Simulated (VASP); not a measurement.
Wanted: the native input for a VASP 6.6.1 run.

| Property | Result |
| --- | --- |
| Task | single point |
| Functional | PBEsol |
| Potentials or basis | VASP PAW PBE potentials, release 64 (Re) |
| Cutoff | 520 eV |
| k mesh | 18 × 18 × 18 |
| Occupations | gaussian, width 0.1 eV |
| Spin | no spin polarisation |
| Dipole correction | no |
| Further INCAR settings | ALGO = Normal; EDIFF = 1e-07; NBANDS = 10 |

The structure of Re lies in POSCAR:

```
Re
1.0
    0.0000000000      1.9616687500      1.9616687500
    1.9616687500      0.0000000000      1.9616687500
    1.9616687500      1.9616687500      0.0000000000
Re
1
Direct
    0.0000000000      0.0000000000      0.0000000000
```

This cell differs from its parent crystal: strained.

These files were run (other wordings do the same):

INCAR

```
SYSTEM = Re
PREC     = Accurate       ! precision mode
ENCUT    = 520            ! plane-wave cutoff, eV
EDIFF    = 1E-7           ! SCF threshold, eV
ISMEAR   = 0              ! smearing method
SIGMA    = 0.1            ! smearing width, eV
LREAL    = .FALSE.        ! projectors in reciprocal space
LASPH    = .TRUE.         ! aspherical terms in the spheres
NELM     = 60             ! most SCF steps
ALGO     = Normal         ! electronic algorithm
ISIF     = 2              ! what is computed and relaxed
LWAVE    = .FALSE.        ! write WAVECAR
LCHARG   = .FALSE.        ! write CHGCAR
GGA      = PS             ! functional
NBANDS   = 10             ! bands
```

KPOINTS

```
regular mesh
0
G
  18 18 18
  0 0 0
```

Potentials or basis: VASP PAW PBE potentials, release 64 (Re).

Run with:

```bash
$ cat potpaw_PBE.64/Re/POTCAR > POTCAR
$ mpirun -np 1 vasp_std > vasp.out
```

Results of the run:

```json
{
 "Pressure": "-12.2 GPa"
}
```

Caveat: the cell differs from its parent crystal (strained); the PAW data sets were made with another functional, which shifts forces and pressure a little.

Run time: 11 s on 1 thread of Intel(R) Xeon(R) 6975P-C (Granite Rapids), with other jobs on the host, peak memory 0.16 GiB.
